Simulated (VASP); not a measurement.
# GaSb (F-43m) in VASP: settings compared, part 2 of 2

VASP 6.6.1. Earlier steps stand in the parts before.

### Step 3. Single point, HSE06

Contents of POSCAR:

```
GaSb
1.0
    0.0000000000      3.0658787993      3.0658787993
    3.0658787993      0.0000000000      3.0658787993
    3.0658787993      3.0658787993      0.0000000000
Ga Sb
1 1
Direct
    0.0000000000      0.0000000000      0.0000000000
    0.2500000000      0.2500000000      0.2500000000
```

Contents of INCAR.step1:

```
PREC = Accurate
ENCUT = 520
EDIFF = 1E-5
ISMEAR = -1
SIGMA = 0.02
LREAL = F
LASPH = T
NELM = 60
ALGO = Normal
ISIF = 2
LWAVE = T
LCHARG = F
NBANDS = 16
GGA = PE
```

Contents of INCAR.step2:

```
PREC = Accurate
ENCUT = 520
EDIFF = 1E-6
ISMEAR = -1
SIGMA = 0.02
LREAL = F
LASPH = T
NELM = 60
ALGO = Normal
ISIF = 2
LWAVE = F
LCHARG = F
GGA = PE
LHFCALC = T
HFSCREEN = 0.2079
PRECFOCK = Normal
NBANDS = 16
ISTART = 1
```

Contents of KPOINTS:

```
Automatic mesh
0
Gamma
  6 6 6
```

Potentials or basis: VASP PAW PBE potentials, release 64 (Ga_d, Sb).

The run is started by

```console
> cat potpaw_PBE.64/Ga_d/POTCAR potpaw_PBE.64/Sb/POTCAR > POTCAR
> cp INCAR.step1 INCAR
> mpirun -np 1 vasp_std > vasp.out
> cp INCAR.step2 INCAR
> mpirun -np 1 vasp_std > vasp.out
```

OUTCAR:

```text
PREC = Accurate
   ENCUT = 520
   EDIFF = 1E-6
   ISMEAR = -1
   LREAL = F
   LASPH = T
   NELM = 60
   ISIF = 2
   GGA = PE
   LHFCALC = T
   HFSCREEN = 0.2079
   PRECFOCK = Normal
   ISTART = 1

 ion  position               nearest neighbor table
   1  0.000  0.000  0.000-   2 2.66   2 2.66   2 2.66   2 2.66
   2  0.250  0.250  0.250-   1 2.66   1 2.66   1 2.66   1 2.66

  LATTYP: Found a face centered cubic cell.
 ALAT       =     6.1317575986

  Lattice vectors:

 A1 = (   0.0000000000,   3.0658787993,   3.0658787993)
 A2 = (   3.0658787993,   0.0000000000,   3.0658787993)
 A3 = (   3.0658787993,   3.0658787993,   0.0000000000)

Analysis of symmetry for initial positions (statically):
=====================================================================
 Subroutine PRICEL returns:
 Original cell was already a primitive cell.

 Routine SETGRP: Setting up the symmetry group for a
 face centered cubic supercell.

 Subroutine GETGRP returns: Found 24 space group operations
 (whereof 24 operations were pure point group operations)
 out of a pool of 48 trial point group operations.

The static configuration has the point symmetry T_d .

Analysis of symmetry for dynamics (positions and initial velocities):
=====================================================================
 Subroutine PRICEL returns:
 Original cell was already a primitive cell.

 Routine SETGRP: Setting up the symmetry group for a
 face centered cubic supercell.

 Subroutine GETGRP returns: Found 24 space group operations
 (whereof 24 operations were pure point group operations)
 out of a pool of 48 trial point group operations.
[... 110 lines left out ...]
   IMIX   =      1    mixing-type and parameters
     AMIX     =   0.40;   BMIX     =  1.00
     AMIX_MAG =   1.60;   BMIX_MAG =  1.00
  volume/ion in A,a.u.               =      28.82       194.47
  Fermi-wavevector in a.u.,A,eV,Ry     =   1.110710  2.098938 16.785191  1.233677
  Thomas-Fermi vector in A             =   2.247265
   LORBIT       =      0    0 simple, 1 ext, 2 COOP (PROOUT), +10 PAW based schemes
   GGA     = PE    functional components
   LHFCALC =     T    Hartree Fock is set to
   PRECFOCK=normal    Normal, Fast or Accurate (Low or Medium for compatibility)
   ENCUT4O =  -1.0   cutoff for four orbital integrals eV
   NKREDX  =     1    reduce k-point grid by
   NKREDY  =     1    reduce k-point grid by
   NKREDZ  =     1    reduce k-point grid by
   AEXX    =    0.2500 exact exchange contribution
   HFSCREEN=    0.2079 screening length (either q_TF or 0.3 A-1)
   HFSCREENC=   0.2079 screening length for correlation (either q_TF or 0.3 A-1)
   ENCUTFOCK=  -1.0 apply spherical cutoff to Coloumb kernel
   IVDW    =     0    specifies the selected vdW correction
   LEPSILON=     F    determine dielectric tensor
   LRPA    =     F    only Hartree local field effects (RPA)
 non-spin polarized calculation
  energy-cutoff  :      520.00
  volume of cell :       57.64
 maximum number of plane-waves:      1572
  NGX = 28; NGY = 28; NGZ = 28

 number of electron      17.9999989 magnetization

 Free energy of the ion-electron system (eV)
  ---------------------------------------------------
  ext. energy  EPLUGINS =         0.00000000
  ---------------------------------------------------
  free energy    TOTEN  =        -8.92540587 eV

  energy without entropy =       -8.92540587  energy(sigma->0) =       -8.92540587

 E-fermi :   4.8169     XC(G=0):  -7.5566

 val. band max:        4.4064266965   @ k =   0.0000   0.0000   0.0000
 cond. band min:       5.1969483656   @ k =   0.0000   0.0000   0.0000
 fundamental gap:      0.7905216691
 Fermi energy:         4.8169377141

 k-point     1 :       0.0000    0.0000    0.0000
  band No.  band energies     occupation
      1     -13.2429      2.00000
      2     -13.2429      2.00000
      3     -13.2429      2.00000
      4     -13.1922      2.00000
      5     -13.1922      2.00000
      6      -8.1007      2.00000
[... 281 lines left out ...]
      3     -13.2221      2.00000
      4     -13.1990      2.00000
      5     -13.1908      2.00000
      6      -5.3664      2.00000
[... 8 lines left out ...]
     15      15.4946      0.00000
     16      16.8519      0.00000

------------------------ aborting loop because EDIFF is reached ----------------------------------------

  FORCE on cell =-STRESS in cart. coord.  units (eV):
  Direction    XX          YY          ZZ          XY          YZ          ZX
  --------------------------------------------------------------------------------------
  -------------------------------------------------------------------------------------
  Total       -0.1025386     -0.1025386     -0.1025386     -0.0000000      0.0000000      0.0000000
  in kB       -2.8503806     -2.8503806     -2.8503806     -0.0000000      0.0000000      0.0000000
  external PRESSURE =      -2.8503806 kB  Pullay stress =       0.0000000 kB

 VOLUME and BASIS-vectors are now :
 -----------------------------------------------------------------------------
  energy-cutoff  :      520.00
  volume of cell :       57.64
      direct lattice vectors                 reciprocal lattice vectors
     0.000000000  3.065878799  3.065878799    -0.163085377  0.163085377  0.163085377
     3.065878799  0.000000000  3.065878799     0.163085377 -0.163085377  0.163085377
     3.065878799  3.065878799  0.000000000     0.163085377  0.163085377 -0.163085377

 POSITION                                       TOTAL-FORCE (eV/Angst)
 -----------------------------------------------------------------------------------
      0.00000      0.00000      0.00000        -0.000000     -0.000000     -0.000000
      1.53294      1.53294      1.53294         0.000000      0.000000      0.000000
 -----------------------------------------------------------------------------------
    total drift:                               -0.000024     -0.000041     -0.000022

  FREE ENERGIE OF THE ION-ELECTRON SYSTEM (eV)
  ---------------------------------------------------
  free  energy   TOTEN  =        -8.9254058731 eV

  energy  without entropy=       -8.9254058730  energy(sigma->0) =       -8.92540587
```

OUTCAR.step1:

```text
PREC = Accurate
   ENCUT = 520
   EDIFF = 1E-5
   ISMEAR = -1
   LREAL = F
[... 514 lines left out ...]
      0.00000      0.00000      0.00000        -0.000000      0.000000      0.000000
      1.53294      1.53294      1.53294         0.000000     -0.000000     -0.000000
 -----------------------------------------------------------------------------------
    total drift:                                0.000002      0.000002      0.000002

  FREE ENERGIE OF THE ION-ELECTRON SYSTEM (eV)
  ---------------------------------------------------
  free  energy   TOTEN  =        -7.3267891395 eV

  energy  without entropy=       -7.3263770192  energy(sigma->0) =       -7.32658308
```

OSZICAR.step1:

```text
N       E                     dE             d eps       ncg     rms          rms(c)
DAV:   1     0.806880197217E+02    0.80688E+02   -0.85738E+03   520   0.137E+03
DAV:   2    -0.116656083672E+01   -0.81855E+02   -0.78772E+02   632   0.294E+02
DAV:   3    -0.728067629081E+01   -0.61141E+01   -0.61034E+01   584   0.649E+01
DAV:   4    -0.737998232815E+01   -0.99306E-01   -0.99296E-01   688   0.918E+00
DAV:   5    -0.738233311740E+01   -0.23508E-02   -0.23508E-02   632   0.122E+00    0.318E+00
DAV:   6    -0.733816033879E+01    0.44173E-01   -0.64079E-02   776   0.391E+00    0.190E+00
DAV:   7    -0.732513949767E+01    0.13021E-01   -0.38388E-02   592   0.154E+00    0.360E-01
DAV:   8    -0.732621862599E+01   -0.10791E-02   -0.44026E-03   680   0.732E-01    0.848E-02
DAV:   9    -0.732673320193E+01   -0.51458E-03   -0.69536E-04   576   0.201E-01    0.323E-02
DAV:  10    -0.732676707286E+01   -0.33871E-04   -0.40038E-05   664   0.395E-02    0.885E-03
DAV:  11    -0.732678832160E+01   -0.21249E-04   -0.29209E-05   568   0.367E-02    0.641E-03
DAV:  12    -0.732678913948E+01   -0.81788E-06   -0.14220E-06   528   0.904E-03
   1 F= -.73267891E+01 E0= -.73265831E+01  d E =-.412120E-03
```

It took 80 min on 1 thread of Intel Xeon Platinum 8259CL at 2.50GHz (Skylake/Cascade Lake), shared host; peak memory 0.32 GiB.

Results:

```yaml
Free_energy: -8.9254 eV
Pressure: -0.3 GPa
Band_gap_on_the_k_mesh: 0.79 eV
```

Caveat: the PAW data sets were made with another functional, which shifts forces and pressure a little; spin-orbit coupling is left out, which moves the levels of the heavy elements. A k mesh can miss the band edges.
